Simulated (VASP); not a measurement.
# Pd (Im-3m) in VASP: further runs

Pd is run at these levels: revPBE; tasks: single point.

All numbers are computed with VASP 6.6.1; they aren't measurements. Logs are shortened: lines on timing, memory, paths and dates and some standing lists are left out, and cuts for length are marked.

### 1 The cell of the first run

Symmetry: Im-3m, No. 229, cubic system. Conventional cell: a = 3.243 Å, b = 3.243 Å, c = 3.243 Å, α = 90.00°, β = 90.00°, γ = 90.00°. Within 3.7 Å of Pd (site symmetry m-3m) lie 14 Pd at 2.81 to 3.24 Å.

### 2 Single point, revPBE, collinear spin, ferromagnetic start (volume scaled by 1.08)

Contents of INCAR:

```
SYSTEM = Pd
  ALGO = Normal
  EDIFF = 1E-7
  ENCUT = 520
  GGA = RE
  ISIF = 2
  ISMEAR = -1
  ISPIN = 2
  LASPH = .TRUE.
  LCHARG = .TRUE.
  LELF = .TRUE.
  LMAXMIX = 4
  LORBIT = 11
  LREAL = .FALSE.
  LVHAR = .TRUE.
  LWAVE = .FALSE.
  MAGMOM = 0.5
  NBANDS = 15
  NELM = 150
  PREC = Accurate
  SIGMA = 0.05
```

Contents of KPOINTS:

```
k-points
0
G
  16 16 16
  0 0 0
```

Contents of POSCAR:

```
Pd
1.0
   -1.6212910592      1.6212910592      1.6212910592
    1.6212910592     -1.6212910592      1.6212910592
    1.6212910592      1.6212910592     -1.6212910592
Pd
1
Direct
    0.0000000000      0.0000000000      0.0000000000
```

Potentials or basis: VASP PAW PBE potentials, release 64 (Pd).

Run with:

```console
cat potpaw_PBE.64/Pd/POTCAR > POTCAR
mpirun -np 1 vasp_std > vasp.out
```

OUTCAR:

```text
SYSTEM = Pd
   EDIFF = 1E-7
   ENCUT = 520
   GGA = RE
   ISIF = 2
   ISMEAR = -1
   ISPIN = 2
   LASPH = .TRUE.
   LORBIT = 11
   LREAL = .FALSE.
   NELM = 150
   PREC = Accurate

 ion  position               nearest neighbor table
   1  0.000  0.000  0.000-

  LATTYP: Found a body centered cubic cell.
 ALAT       =     3.2425821184

  Lattice vectors:

 A1 = (  -1.6212910592,   1.6212910592,   1.6212910592)
 A2 = (   1.6212910592,  -1.6212910592,   1.6212910592)
 A3 = (   1.6212910592,   1.6212910592,  -1.6212910592)

Analysis of symmetry for initial positions (statically):
=====================================================================
 Subroutine PRICEL returns:
 Original cell was already a primitive cell.

 Routine SETGRP: Setting up the symmetry group for a
 body centered cubic supercell.

 Subroutine GETGRP returns: Found 48 space group operations
 (whereof 48 operations were pure point group operations)
 out of a pool of 48 trial point group operations.

The static configuration has the point symmetry O_h .

Analysis of symmetry for dynamics (positions and initial velocities):
=====================================================================
 Subroutine PRICEL returns:
 Original cell was already a primitive cell.

 Routine SETGRP: Setting up the symmetry group for a
 body centered cubic supercell.

 Subroutine GETGRP returns: Found 48 space group operations
 (whereof 48 operations were pure point group operations)
 out of a pool of 48 trial point group operations.

The dynamic configuration has the point symmetry O_h .

Analysis of structural, dynamic, and magnetic symmetry:
=====================================================================
 Subroutine PRICEL returns:
 Original cell was already a primitive cell.

 Routine SETGRP: Setting up the symmetry group for a
 body centered cubic supercell.

 Subroutine GETGRP returns: Found 48 space group operations
 (whereof 48 operations were pure point group operations)
 out of a pool of 48 trial point group operations.

The overall configuration has the point symmetry O_h .

 Subroutine INISYM returns: Found 48 space group operations
 (whereof 48 operations are pure point group operations),
 and found     1 'primitive' translations

----------------------------------------------------------------------------------------

                                     Primitive cell

  volume of cell :      17.0468

  direct lattice vectors                    reciprocal lattice vectors
    -1.621291059  1.621291059  1.621291059     0.000000000  0.308396199  0.308396199
[... 117 lines left out ...]
  volume of cell :       17.05
 maximum number of plane-waves:       472
 NGX is ok and might be reduce to    24
   NGX = 11   NGY = 11   NGZ = 11

 number of electron      10.0000001 magnetization      -0.0027623

 number of electron      10.0000001 magnetization       0.0000989

 Free energy of the ion-electron system (eV)
  ---------------------------------------------------
  ext. energy  EPLUGINS =         0.00000000
  ---------------------------------------------------
  free energy    TOTEN  =        -4.66808728 eV

  energy without entropy =       -4.65554418  energy(sigma->0) =       -4.66181573

 E-fermi :   7.6355     XC(G=0): -12.2067

 val. band max:        7.6242390326   @ k =  -0.3750   0.4375   0.1250
 cond. band min:       7.6443723157   @ k =   0.5000   0.5000   0.4375
 fundamental gap:      0.0201332831
 Fermi energy:         7.6354650435

 spin component 1

 k-point     1 :       0.0000    0.0000    0.0000
  band No.  band energies     occupation
      1       1.5781      1.00000
      2       5.2722      1.00000
      3       5.2722      1.00000
      4       5.2722      1.00000
      5       6.8646      1.00000
      6       6.8646      1.00000
      7      26.6242      0.00000
      8      26.6242      0.00000
      9      26.6242      0.00000
     10      33.7218      0.00000
     11      33.7218      0.00000
     12      34.3398      0.00000
     13      34.3398      0.00000
     14      34.3398      0.00000
[... 403 lines left out ...]
      4       6.5933      1.00000
      5       7.1245      0.99996
      6       9.0413      0.00000
      7      18.7294      0.00000
      8      20.3813      0.00000
      9      24.5638      0.00000
     10      29.0376      0.00000
     11      32.4502      0.00000
     12      34.6781      0.00000
     13      35.1696      0.00000
     14      37.7121      0.00000
     15      38.7473      0.00000

 [... further k-points ...]

 spin component 2

 k-point     1 :       0.0000    0.0000    0.0000
  band No.  band energies     occupation
      1       1.5781      1.00000
      2       5.2722      1.00000
      3       5.2722      1.00000
      4       5.2722      1.00000
      5       6.8647      1.00000
      6       6.8647      1.00000
      7      26.6242      0.00000
      8      26.6242      0.00000
      9      26.6242      0.00000
     10      33.7218      0.00000
     11      33.7218      0.00000
     12      34.3398      0.00000
     13      34.3398      0.00000
     14      34.3398      0.00000
[... 403 lines left out ...]
      4       6.5933      1.00000
      5       7.1245      0.99996
      6       9.0413      0.00000
      7      18.7294      0.00000
      8      20.3813      0.00000
      9      24.5638      0.00000
     10      29.0376      0.00000
     11      32.4502      0.00000
     12      34.6782      0.00000
     13      35.1697      0.00000
     14      37.7122      0.00000
     15      38.7474      0.00000

 [... further k-points ...]
[... 5 lines left out ...]
  --------------------------------------------------------------------------------------
  -------------------------------------------------------------------------------------
  Total       -1.0070931     -1.0070931     -1.0070931     -0.0000000     -0.0000000     -0.0000000
  in kB      -94.6536198    -94.6536198    -94.6536198     -0.0000000     -0.0000000     -0.0000000
  external PRESSURE =     -94.6536198 kB  Pullay stress =       0.0000000 kB

 VOLUME and BASIS-vectors are now :
 -----------------------------------------------------------------------------
  energy-cutoff  :      520.00
  volume of cell :       17.05
      direct lattice vectors                 reciprocal lattice vectors
    -1.621291059  1.621291059  1.621291059     0.000000000  0.308396199  0.308396199
     1.621291059 -1.621291059  1.621291059     0.308396199  0.000000000  0.308396199
     1.621291059  1.621291059 -1.621291059     0.308396199  0.308396199  0.000000000

 POSITION                                       TOTAL-FORCE (eV/Angst)
 -----------------------------------------------------------------------------------
      0.00000      0.00000      0.00000         0.000000      0.000000     -0.000000
 -----------------------------------------------------------------------------------
    total drift:                                0.000000      0.000000      0.000000

  FREE ENERGIE OF THE ION-ELECTRON SYSTEM (eV)
  ---------------------------------------------------
  free  energy   TOTEN  =        -4.6680872820 eV

  energy  without entropy=       -4.6555441797  energy(sigma->0) =       -4.66181573

 total charge

# of ion       s       p       d       tot
------------------------------------------
    1        0.421   0.335   8.447   9.202

 magnetization (x)

# of ion       s       p       d       tot
------------------------------------------
    1       -0.000  -0.000   0.000   0.000
```

OSZICAR:

```text
N       E                     dE             d eps       ncg     rms          rms(c)
DAV:   1     0.471889826945E+02    0.47189E+02   -0.45136E+03  8756   0.580E+02
DAV:   2    -0.402241455711E+01   -0.51211E+02   -0.48933E+02 11087   0.155E+02
DAV:   3    -0.482979314844E+01   -0.80738E+00   -0.80588E+00 11577   0.196E+01
DAV:   4    -0.483265317053E+01   -0.28600E-02   -0.28599E-02 10620   0.123E+00
DAV:   5    -0.483267791671E+01   -0.24746E-04   -0.24747E-04 11423   0.104E-01    0.503E+00
DAV:   6    -0.467142440248E+01    0.16125E+00   -0.79415E-01 12396   0.538E+00    0.258E+00
DAV:   7    -0.466909031263E+01    0.23341E-02   -0.47395E-03 10135   0.472E-01    0.147E+00
DAV:   8    -0.466787552129E+01    0.12148E-02   -0.26103E-03 11780   0.243E-01    0.396E-01
DAV:   9    -0.466807394276E+01   -0.19842E-03   -0.24345E-04 10338   0.973E-02    0.260E-02
DAV:  10    -0.466808268003E+01   -0.87373E-05   -0.14049E-05 11915   0.235E-02    0.144E-02
DAV:  11    -0.466808704633E+01   -0.43663E-05   -0.44260E-06 11122   0.122E-02    0.414E-03
DAV:  12    -0.466808729498E+01   -0.24865E-06   -0.38545E-07 11605   0.337E-03    0.151E-03
DAV:  13    -0.466808728198E+01    0.13001E-07   -0.11775E-08  6422   0.749E-04
   1 F= -.46680873E+01 E0= -.46618157E+01  d E =-.125431E-01  mag=     0.0000
```

Wall time 60 s (1 thread of Intel Xeon Platinum 8488C (Sapphire Rapids), shared host); peak memory 0.19 GiB.

Results:

```yaml
Free_energy: -4.6681 eV
Pressure: -9.5 GPa
Band_gap_on_the_k_mesh: zero (filled and empty bands overlap)
Net_moment: 0.00 μB per cell
Valence_electrons_inside_the_program's_atomic_spheres: Pd 9.20
```

Levels at points of the mesh, in eV from the Fermi level:
Spin up:
```
           k point  band 2  band 3  band 4  band 5  band 6  band 7  band 8  band 9
(0.00, 0.00, 0.00)   -2.36   -2.36   -2.36   -0.77   -0.77   18.99   18.99   18.99
(0.50, 0.00, 0.00)   -3.32   -0.84   -0.60    0.45    1.67    6.84   14.74   16.48
(0.50, 0.50, 0.50)   -4.16    0.15    0.15    0.15    8.74    8.74    8.74   15.48
```
Spin down:
```csv
k point,band 1,band 2,band 3,band 4,band 5,band 6,band 7,band 8,band 9,band 10
"(0.00, 0.00, 0.00)",-6.06,-2.36,-2.36,-2.36,-0.77,-0.77,18.99,18.99,18.99,26.09
"(0.50, 0.00, 0.00)",-4.26,-3.32,-0.84,-0.60,0.45,1.67,6.84,14.74,16.48,22.31
"(0.50, 0.50, 0.50)",-4.16,-4.16,0.15,0.15,0.15,8.74,8.74,8.74,15.48,16.04
```

Caveat: the PAW data sets were made with another functional, which shifts forces and pressure a little.

### 3 Single point, revPBE, collinear spin, ferromagnetic start (volume scaled by 1.12)

Contents of INCAR:

```
PREC = Accurate ; ENCUT = 520
EDIFF = 1E-6 ; ISMEAR = -1
SIGMA = 0.05 ; LREAL = False
LASPH = True ; NELM = 150
ALGO = Normal ; ISIF = 2
LWAVE = False ; LCHARG = True
ISPIN = 2 ; MAGMOM = 0.5
LORBIT = 11 ; LMAXMIX = 4
GGA = RE ; LELF = True
LVHAR = True ; NBANDS = 15
```

Contents of KPOINTS:

```
regular mesh
0
Gamma
  16 16 16
```

Contents of POSCAR:

```
Pd
1.0
   -1.6410648502      1.6410648502      1.6410648502
    1.6410648502     -1.6410648502      1.6410648502
    1.6410648502      1.6410648502     -1.6410648502
Pd
1
Direct
    0.0000000000      0.0000000000      0.0000000000
```

Potentials or basis: VASP PAW PBE potentials, release 64 (Pd).

Run with:

```console
cat potpaw_PBE.64/Pd/POTCAR > POTCAR
mpirun -np 1 vasp_std > vasp.out
```

Run time: 52 s. Hardware: 1 thread of Intel Xeon Platinum 8488C (Sapphire Rapids), shared host; peak memory 0.19 GiB.

Results (log left out):

```
Free energy                                           : -4.6249 eV
Pressure                                              : -12.5 GPa
Band gap on the k mesh                                : zero (filled and empty bands overlap)
Net moment                                            : 0.00 μB per cell
Valence electrons inside the program's atomic spheres : Pd 9.15
```

Levels at points of the mesh, in eV from the Fermi level:
Spin up:
| k point | band 3 | band 4 | band 5 | band 6 | band 7 | band 8 |
| --- | --- | --- | --- | --- | --- | --- |
| (0.00, 0.00, 0.00) | -2.23 | -2.23 | -0.73 | -0.73 | 18.87 | 18.87 |
| (0.50, 0.00, 0.00) | -0.79 | -0.57 | 0.42 | 1.74 | 6.59 | 14.61 |
| (0.50, 0.50, 0.50) | 0.13 | 0.13 | 0.13 | 8.61 | 8.61 | 8.61 |
Spin down:
| k point | band 2 | band 3 | band 4 | band 5 | band 6 | band 7 | band 8 | band 9 |
| --- | --- | --- | --- | --- | --- | --- | --- | --- |
| (0.00, 0.00, 0.00) | -2.23 | -2.23 | -2.23 | -0.73 | -0.73 | 18.87 | 18.87 | 18.87 |
| (0.50, 0.00, 0.00) | -3.13 | -0.79 | -0.57 | 0.42 | 1.74 | 6.59 | 14.61 | 16.13 |
| (0.50, 0.50, 0.50) | -3.91 | 0.14 | 0.14 | 0.14 | 8.61 | 8.61 | 8.61 | 14.92 |

Caveat: the PAW data sets were made with another functional, which shifts forces and pressure a little.
